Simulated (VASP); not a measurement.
# Bi (Fm-3m) in VASP: a series of runs

The runs below take Bi through single point, with LDA.

Program: VASP 6.6.1. These are calculated values, not measurements. Logs are shortened: lines on timing, memory, paths and dates and some standing lists are left out, and cuts for length are marked.

## (1) The cell of the first run

The structure is cubic, space group Fm-3m (No. 225). Conventional cell: a = 4.495 Å, b = 4.495 Å, c = 4.495 Å, α = 90.00°, β = 90.00°, γ = 90.00°. Bi (site symmetry m-3m) has 12 Bi at 3.18 Å within 4.2 Å.

This isn't the form of Bi at room conditions, which is rhombohedral.

## (2) Single point, LDA

Contents of INCAR:

```
PREC     = Accurate       # precision mode
ENCUT    = 500            # plane-wave cutoff, eV
EDIFF    = 1E-6           # SCF threshold, eV
ISMEAR   = 0              # smearing method
SIGMA    = 0.1            # smearing width, eV
LREAL    = False          # projectors in reciprocal space
LASPH    = True           # aspherical terms in the spheres
NELM     = 120            # most SCF steps
ALGO     = Normal         # electronic algorithm
ISIF     = 2              # what is computed and relaxed
LWAVE    = False          # write WAVECAR
LCHARG   = True           # write CHGCAR
GGA      = CA             # functional
LELF     = True           # ELF
LVHAR    = True         
NBANDS   = 14             # bands
GGA_COMPAT= False
```

Contents of KPOINTS:

```
Automatic mesh
0
Gamma
  6 6 6
```

Contents of POSCAR:

```
Bi
1.0
    0.0000000000      2.2475916991      2.2475916991
    2.2475916991      0.0000000000      2.2475916991
    2.2475916991      2.2475916991      0.0000000000
Bi
1
Direct
    0.0000000000      0.0000000000      0.0000000000
```

Potentials or basis: VASP PAW LDA potentials, release 64 (Bi_d).

The run is started by

```console
> cat potpaw_LDA.64/Bi_d/POTCAR > POTCAR
> mpirun -np 1 vasp_std > vasp.out
```

OUTCAR:

```text
PREC = Accurate
   ENCUT = 500
   EDIFF = 1E-6
   ISMEAR = 0
   LREAL = False
   LASPH = True
   NELM = 120
   ISIF = 2
   GGA = CA

 ion  position               nearest neighbor table
   1  0.000  0.000  0.000-

  LATTYP: Found a face centered cubic cell.
 ALAT       =     4.4951833982

  Lattice vectors:

 A1 = (   0.0000000000,   2.2475916991,   2.2475916991)
 A2 = (   2.2475916991,   0.0000000000,   2.2475916991)
 A3 = (   2.2475916991,   2.2475916991,   0.0000000000)

Analysis of symmetry for initial positions (statically):
=====================================================================
 Subroutine PRICEL returns:
 Original cell was already a primitive cell.

 Routine SETGRP: Setting up the symmetry group for a
 face centered cubic supercell.

 Subroutine GETGRP returns: Found 48 space group operations
 (whereof 48 operations were pure point group operations)
 out of a pool of 48 trial point group operations.

The static configuration has the point symmetry O_h .

Analysis of symmetry for dynamics (positions and initial velocities):
=====================================================================
 Subroutine PRICEL returns:
 Original cell was already a primitive cell.

 Routine SETGRP: Setting up the symmetry group for a
 face centered cubic supercell.

 Subroutine GETGRP returns: Found 48 space group operations
 (whereof 48 operations were pure point group operations)
 out of a pool of 48 trial point group operations.

The dynamic configuration has the point symmetry O_h .

 Subroutine INISYM returns: Found 48 space group operations
 (whereof 48 operations are pure point group operations),
 and found     1 'primitive' translations

----------------------------------------------------------------------------------------

                                     Primitive cell

  volume of cell :      22.7082

  direct lattice vectors                    reciprocal lattice vectors
     0.000000000  2.247591699  2.247591699    -0.222460334  0.222460334  0.222460334
     2.247591699  0.000000000  2.247591699     0.222460334 -0.222460334  0.222460334
     2.247591699  2.247591699  0.000000000     0.222460334  0.222460334 -0.222460334

  length of vectors
     3.178574664  3.178574664  3.178574664     0.385312601  0.385312601  0.385312601

  position of ions in fractional coordinates (direct lattice)
     0.000000000  0.000000000  0.000000000

  ion indices of the primitive-cell ions
   primitive index   ion index
                 1           1

----------------------------------------------------------------------------------------

 KPOINTS: Automatic mesh

Automatic generation of k-mesh.
 Grid dimensions read from file:
 generate k-points for:    6    6    6

 Generating k-lattice:

  Cartesian coordinates                     Fractional coordinates (reciprocal lattice)
    -0.037076722  0.037076722  0.037076722     0.166666667  0.000000000  0.000000000
     0.037076722 -0.037076722  0.037076722     0.000000000  0.166666667  0.000000000
     0.037076722  0.037076722 -0.037076722     0.000000000  0.000000000  0.166666667

  Length of vectors
     0.064218767  0.064218767  0.064218767

  Shift w.r.t. Gamma in fractional coordinates (k-lattice)
     0.000000000  0.000000000  0.000000000

 Subroutine IBZKPT returns following result:
 ===========================================

 Found     16 irreducible k-points:

 Following reciprocal coordinates:
            Coordinates               Weight
  0.000000  0.000000  0.000000      1.000000
  0.166667  0.000000  0.000000      8.000000
  0.333333  0.000000  0.000000      8.000000
  0.500000  0.000000  0.000000      4.000000
  0.166667  0.166667  0.000000      6.000000
  0.333333  0.166667  0.000000     24.000000
[... 8 lines left out ...]
 -0.333333  0.333333  0.166667     24.000000
 -0.333333  0.500000  0.166667     12.000000
   k-points           NKPTS =     16   k-points in BZ     NKDIM =     16   number of bands    NBANDS=     14
   number of dos      NEDOS =    301   number of ions     NIONS =      1
   total plane-waves  NPLWV =  13824
   dimension x,y,z NGX =    24 NGY =   24 NGZ =   24
   dimension x,y,z NGXF=    48 NGYF=   48 NGZF=   48
   ions per type =               1
   NGX,Y,Z   is equivalent  to a cutoff of  12.55, 12.55, 12.55 a.u.
   NGXF,Y,Z  is equivalent  to a cutoff of  25.10, 25.10, 25.10 a.u.
 SYSTEM =  unknown system
   PREC   = accura    normal or accurate (medium, high low for compatibility)
   ISTART =      0    job   : 0-new  1-cont  2-samecut
   ICHARG =      2    charge: 1-file 2-atom 10-const
   ISPIN  =      1    spin polarized calculation?
   LNONCOLLINEAR =      F non collinear calculations
   LSORBIT =      F    spin-orbit coupling
   LASPH  =      T    aspherical Exc in radial PAW
   ENCUT  =  500.0 eV  36.75 Ry    6.06 a.u.   5.80  5.80  5.80*2*pi/ulx,y,z
   NELM   =    120;   NELMIN=  2; NELMDL= -5     # of ELM steps
   EDIFF  = 0.1E-05   stopping-criterion for ELM
   LREAL  =      F    real-space projection
   EDIFFG = 0.1E-04   stopping-criterion for IOM
   NSW    =      0    number of steps for IOM
   IBRION =     -1    ionic relax: 0-MD 1-quasi-New 2-CG
   NFREE  =      0    steps in history (QN), initial steepest desc. (CG)
   ISIF   =      2    stress and relaxation
   ISYM   =      2    0-nonsym 1-usesym 2-fastsym
   POTIM  = 0.5000    time-step for ionic-motion
   TEBEG  =    0.0;   TEEND  =   0.0 temperature during run
   PSTRESS=    0.0 pullay stress
   NELECT =      15.0000    total number of electrons
   NUPDOWN=      -1.0000    fix difference up-down
   EMIN   =  10.00;   EMAX   =-10.00  energy-range for DOS
   EFERMI =   0.00;   METHOD = LEGACY
   ISMEAR =     0;   SIGMA  =   0.10  broadening in eV -4-tet -1-fermi 0-gaus
   EFERMI_NEDOS =   21; number of points for ismear=-14 and -15
   IALGO  =     38    algorithm
   IMIX   =      4    mixing-type and parameters
     AMIX     =   0.40;   BMIX     =  1.00
     AMIX_MAG =   1.60;   BMIX_MAG =  1.00
  volume/ion in A,a.u.               =      22.71       153.24
  Fermi-wavevector in a.u.,A,eV,Ry     =   1.425754  2.694284 27.657563  2.032774
  Thomas-Fermi vector in A             =   2.546104
   LORBIT       =      0    0 simple, 1 ext, 2 COOP (PROOUT), +10 PAW based schemes
   GGA     = CA    functional components
   LHFCALC =     F    Hartree Fock is set to
   AEXX    =    0.0000 exact exchange contribution
   IVDW    =     0    specifies the selected vdW correction
   LEPSILON=     F    determine dielectric tensor
   LRPA    =     F    only Hartree local field effects (RPA)
 non-spin polarized calculation
 Gauss-broadening in eV      SIGMA  =   0.10
  energy-cutoff  :      500.00
  volume of cell :       22.71
 maximum number of plane-waves:       589
   NGX = 11   NGY = 11   NGZ = 11

 number of electron      15.0000004 magnetization

 Free energy of the ion-electron system (eV)
  ---------------------------------------------------
  ext. energy  EPLUGINS =         0.00000000
  ---------------------------------------------------
  free energy    TOTEN  =        -3.94942799 eV

  energy without entropy =       -3.94121224  energy(sigma->0) =       -3.94532011

 E-fermi :  12.6258     XC(G=0): -12.1180

 val. band max:       12.6152329942   @ k =   0.5000   0.5000   0.0000
 cond. band min:      12.6301979283   @ k =  -0.3333   0.3333   0.1667
 fundamental gap:      0.0149649341
 Fermi energy:        12.6258296887

 k-point     1 :       0.0000    0.0000    0.0000
  band No.  band energies     occupation
      1     -11.1025      2.00000
      2     -11.1025      2.00000
      3     -11.1025      2.00000
      4     -10.8903      2.00000
      5     -10.8903      2.00000
      6      -3.9755      2.00000
      7      19.5838      0.00000
      8      19.5838      0.00000
      9      19.5838      0.00000
     10      21.0001      0.00000
     11      25.1534      0.00000
     12      25.1534      0.00000
     13      25.1534      0.00000
     14      25.3245      0.00000

 k-point     2 :       0.1667    0.0000    0.0000
  band No.  band energies     occupation
      1     -11.1052      2.00000
      2     -11.0589      2.00000
      3     -11.0589      2.00000
      4     -10.8826      2.00000
      5     -10.8826      2.00000
      6      -3.2925      2.00000
      7      14.5200      0.00000
      8      18.8670      0.00000
      9      18.8670      0.00000
     10      20.8082      0.00000
     11      24.8604      0.00000
     12      25.6891      0.00000
     13      25.6891      0.00000
     14      26.4083      0.00000

 k-point     3 :       0.3333    0.0000    0.0000
  band No.  band energies     occupation
      1     -11.1245      2.00000
      2     -11.0602      2.00000
      3     -11.0602      2.00000
      4     -10.7745      2.00000
      5     -10.7745      2.00000
      6      -1.2706      2.00000
      7       8.4505      2.00000
      8      17.6828      0.00000
      9      17.6828      0.00000
     10      20.6833      0.00000
     11      22.9536      0.00000
     12      24.1308      0.00000
     13      24.1308      0.00000
     14      29.0600      0.00000
[... 188 lines left out ...]
 k-point    15 :      -0.3333    0.3333    0.1667
  band No.  band energies     occupation
      1     -11.1009      2.00000
      2     -11.0465      2.00000
      3     -10.9104      2.00000
      4     -10.8495      2.00000
      5     -10.6985      2.00000
      6       2.2097      2.00000
      7       6.8688      2.00000
      8      10.2473      2.00000
      9      12.6302      0.95074
     10      21.4281      0.00000
     11      23.8101      0.00000
     12      26.8559      0.00000
     13      27.2198      0.00000
     14      30.8068      0.00000

 k-point    16 :      -0.3333    0.5000    0.1667
  band No.  band energies     occupation
      1     -11.1801      2.00000
      2     -11.1126      2.00000
      3     -10.8376      2.00000
      4     -10.7847      2.00000
      5     -10.6507      2.00000
      6       2.9648      2.00000
      7       7.1229      2.00000
      8      10.0246      2.00000
      9      10.8660      2.00000
     10      21.0472      0.00000
     11      21.6213      0.00000
     12      27.2735      0.00000
     13      28.5330      0.00000
     14      33.0149      0.00000

------------------------ aborting loop because EDIFF is reached ----------------------------------------

  FORCE on cell =-STRESS in cart. coord.  units (eV):
  Direction    XX          YY          ZZ          XY          YZ          ZX
  --------------------------------------------------------------------------------------
  -------------------------------------------------------------------------------------
  Total        4.3022536      4.3022536      4.3022536      0.0000000     -0.0000000      0.0000000
  in kB      303.5458775    303.5458775    303.5458775      0.0000000     -0.0000000      0.0000000
  external PRESSURE =     303.5458775 kB  Pullay stress =       0.0000000 kB

 VOLUME and BASIS-vectors are now :
 -----------------------------------------------------------------------------
  energy-cutoff  :      500.00
  volume of cell :       22.71
      direct lattice vectors                 reciprocal lattice vectors
     0.000000000  2.247591699  2.247591699    -0.222460334  0.222460334  0.222460334
     2.247591699  0.000000000  2.247591699     0.222460334 -0.222460334  0.222460334
     2.247591699  2.247591699  0.000000000     0.222460334  0.222460334 -0.222460334

 POSITION                                       TOTAL-FORCE (eV/Angst)
 -----------------------------------------------------------------------------------
      0.00000      0.00000      0.00000        -0.000000     -0.000000     -0.000000
 -----------------------------------------------------------------------------------
    total drift:                               -0.000000      0.000000      0.000000

  FREE ENERGIE OF THE ION-ELECTRON SYSTEM (eV)
  ---------------------------------------------------
  free  energy   TOTEN  =        -3.9494279850 eV

  energy  without entropy=       -3.9412122392  energy(sigma->0) =       -3.94532011
```

Wall time 11 s (1 thread of Intel Xeon 8259CL, shared host); peak memory 0.1 GiB.

What came out:

```
Free energy            : -3.9494 eV
Pressure               : 30.4 GPa
Band gap on the k mesh : zero (an odd number of electrons rules out a gap without spin polarisation)
```

Caveat: the k points lie up to 0.40 Å⁻¹ apart, too coarse for converged energies and pressures of a metal; spin-orbit coupling is left out, which moves the levels of the heavy elements.

## (3) Single point, LDA

This run uses another cell than the first one, of 21.18 Å³/atom.

Contents of INCAR:

```
ALGO     = Normal         # electronic algorithm
EDIFF    = 1E-6           # SCF threshold, eV
ENCUT    = 500            # plane-wave cutoff, eV
GGA      = CA             # functional
GGA_COMPAT= False        
ISIF     = 2              # what is computed and relaxed
ISMEAR   = 0              # smearing method
LASPH    = True           # aspherical terms in the spheres
LCHARG   = False          # write CHGCAR
LREAL    = False          # projectors in reciprocal space
LWAVE    = False          # write WAVECAR
NBANDS   = 14             # bands
NELM     = 120            # most SCF steps
PREC     = Accurate       # precision mode
SIGMA    = 0.1            # smearing width, eV
```

Contents of KPOINTS:

```
k-points
0
Gamma
  6 6 6
```

Contents of POSCAR:

```
Bi
1.0
    0.0000000000      2.1961357108      2.1961357108
    2.1961357108      0.0000000000      2.1961357108
    2.1961357108      2.1961357108      0.0000000000
Bi
1
Direct
    0.0000000000      0.0000000000      0.0000000000
```

Potentials or basis: VASP PAW LDA potentials, release 64 (Bi_d).

The run is started by

```console
> cat potpaw_LDA.64/Bi_d/POTCAR > POTCAR
> mpirun -np 1 vasp_std > vasp.out
```

OUTCAR:

```text
EDIFF = 1E-6
   ENCUT = 500
   GGA = CA
   ISIF = 2
   ISMEAR = 0
   LASPH = True
   LREAL = False
   NELM = 120
   PREC = Accurate

 ion  position               nearest neighbor table
   1  0.000  0.000  0.000-

  LATTYP: Found a face centered cubic cell.
 ALAT       =     4.3922714216

  Lattice vectors:

 A1 = (   0.0000000000,   2.1961357108,   2.1961357108)
 A2 = (   2.1961357108,   0.0000000000,   2.1961357108)
 A3 = (   2.1961357108,   2.1961357108,   0.0000000000)

Analysis of symmetry for initial positions (statically):
=====================================================================
 Subroutine PRICEL returns:
 Original cell was already a primitive cell.

 Routine SETGRP: Setting up the symmetry group for a
 face centered cubic supercell.

 Subroutine GETGRP returns: Found 48 space group operations
 (whereof 48 operations were pure point group operations)
 out of a pool of 48 trial point group operations.

The static configuration has the point symmetry O_h .

Analysis of symmetry for dynamics (positions and initial velocities):
=====================================================================
 Subroutine PRICEL returns:
 Original cell was already a primitive cell.

 Routine SETGRP: Setting up the symmetry group for a
 face centered cubic supercell.

 Subroutine GETGRP returns: Found 48 space group operations
 (whereof 48 operations were pure point group operations)
 out of a pool of 48 trial point group operations.

The dynamic configuration has the point symmetry O_h .

 Subroutine INISYM returns: Found 48 space group operations
 (whereof 48 operations are pure point group operations),
 and found     1 'primitive' translations

----------------------------------------------------------------------------------------

                                     Primitive cell

  volume of cell :      21.1840

  direct lattice vectors                    reciprocal lattice vectors
     0.000000000  2.196135711  2.196135711    -0.227672633  0.227672633  0.227672633
[... 103 lines left out ...]
   IVDW    =     0    specifies the selected vdW correction
   LEPSILON=     F    determine dielectric tensor
   LRPA    =     F    only Hartree local field effects (RPA)
 non-spin polarized calculation
 Gauss-broadening in eV      SIGMA  =   0.10
  energy-cutoff  :      500.00
  volume of cell :       21.18
 maximum number of plane-waves:       548
 NGX is ok and might be reduce to    24
   NGX = 11   NGY = 11   NGZ = 11

 number of electron      14.9999997 magnetization

 Free energy of the ion-electron system (eV)
  ---------------------------------------------------
  ext. energy  EPLUGINS =         0.00000000
  ---------------------------------------------------
  free energy    TOTEN  =        -3.59159254 eV

  energy without entropy =       -3.58377366  energy(sigma->0) =       -3.58768310

 E-fermi :  13.7960     XC(G=0): -12.4917

 val. band max:       13.7833800966   @ k =   0.5000   0.5000   0.0000
 cond. band min:      13.7990535098   @ k =  -0.3333   0.3333   0.1667
 fundamental gap:      0.0156734132
 Fermi energy:        13.7959515150

 k-point     1 :       0.0000    0.0000    0.0000
  band No.  band energies     occupation
      1     -10.0511      2.00000
      2     -10.0511      2.00000
      3     -10.0511      2.00000
      4      -9.7878      2.00000
      5      -9.7878      2.00000
      6      -3.5157      2.00000
      7      21.3424      0.00000
      8      21.3424      0.00000
      9      21.3424      0.00000
     10      22.0131      0.00000
     11      26.8930      0.00000
     12      26.8930      0.00000
     13      26.8930      0.00000
     14      27.4004      0.00000
[... 241 lines left out ...]
      1     -10.1552      2.00000
      2     -10.0760      2.00000
      3      -9.7304      2.00000
      4      -9.6609      2.00000
      5      -9.4949      2.00000
      6       4.2297      2.00000
      7       7.9465      2.00000
      8      11.0530      2.00000
      9      11.9207      2.00000
     10      22.6586      0.00000
     11      23.0606      0.00000
     12      28.7643      0.00000
     13      30.4428      0.00000
     14      34.7050      0.00000

------------------------ aborting loop because EDIFF is reached ----------------------------------------

  FORCE on cell =-STRESS in cart. coord.  units (eV):
  Direction    XX          YY          ZZ          XY          YZ          ZX
  --------------------------------------------------------------------------------------
  -------------------------------------------------------------------------------------
  Total        6.0164947      6.0164947      6.0164947      0.0000000      0.0000000     -0.0000000
  in kB      455.0368869    455.0368869    455.0368869      0.0000000      0.0000000     -0.0000000
  external PRESSURE =     455.0368869 kB  Pullay stress =       0.0000000 kB

 VOLUME and BASIS-vectors are now :
 -----------------------------------------------------------------------------
  energy-cutoff  :      500.00
  volume of cell :       21.18
      direct lattice vectors                 reciprocal lattice vectors
     0.000000000  2.196135711  2.196135711    -0.227672633  0.227672633  0.227672633
     2.196135711  0.000000000  2.196135711     0.227672633 -0.227672633  0.227672633
     2.196135711  2.196135711  0.000000000     0.227672633  0.227672633 -0.227672633

 POSITION                                       TOTAL-FORCE (eV/Angst)
 -----------------------------------------------------------------------------------
      0.00000      0.00000      0.00000         0.000000      0.000000      0.000000
 -----------------------------------------------------------------------------------
    total drift:                               -0.000000     -0.000000     -0.000000

  FREE ENERGIE OF THE ION-ELECTRON SYSTEM (eV)
  ---------------------------------------------------
  free  energy   TOTEN  =        -3.5915925359 eV

  energy  without entropy=       -3.5837736551  energy(sigma->0) =       -3.58768310
```

Run time: 10 s. Hardware: 1 thread of Intel Xeon 8259CL, shared host; peak memory 0.09 GiB.

What came out:

| Property | Result |
| --- | --- |
| Free energy | -3.5916 eV |
| Pressure | 45.5 GPa |
| Band gap on the k mesh | zero (an odd number of electrons rules out a gap without spin polarisation) |

Caveat: the k points lie up to 0.41 Å⁻¹ apart, too coarse for converged energies and pressures of a metal; spin-orbit coupling is left out, which moves the levels of the heavy elements.

[end of part 1 of 2]

The gap in the log of VASP goes by the Fermi energy; the results here count the filled bands.